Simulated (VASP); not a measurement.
Sb, 2 atoms in the cell. It takes space group P6_3/mmc (No. 194, hexagonal). Conventional cell: a = 3.355 Å, b = 3.355 Å, c = 5.470 Å, α = 90.00°, β = 90.00°, γ = 120.00°. Within 4.4 Å of Sb (site symmetry -6m2) lie 12 Sb at 3.35 Å. 

| Item | Value |
| --- | --- |
| Program | VASP 6.6.1 |
| Task | single point |
| Functional | r2SCAN |
| Potentials or basis | VASP PAW PBE potentials, release 64 (Sb) |
| Cutoff | 520 eV |
| k mesh | 8 × 8 × 5 |
| Occupations | fermi-dirac, width 0.05 eV |
| Spin | no spin polarisation |
| Dipole correction | no |
| Further INCAR settings | ALGO = Normal; EDIFF = 1e-07; NBANDS = 12 |

Potentials or basis: VASP PAW PBE potentials, release 64 (Sb).

Command:

```bash
$ cat potpaw_PBE.64/Sb/POTCAR > POTCAR
$ cp INCAR.step1 INCAR
$ mpirun -np 1 vasp_std > vasp.out
$ cp INCAR.step2 INCAR
$ mpirun -np 1 vasp_std > vasp.out
```

Hardware: 1 thread of Intel(R) Xeon(R) 6975P-C (Granite Rapids) (shared host).

Q: How long does it take, and how much memory?

A: Run time: 59 s on 1 thread of Intel(R) Xeon(R) 6975P-C (Granite Rapids) (shared host), peak memory 0.17 GiB. Counts: k points 30.
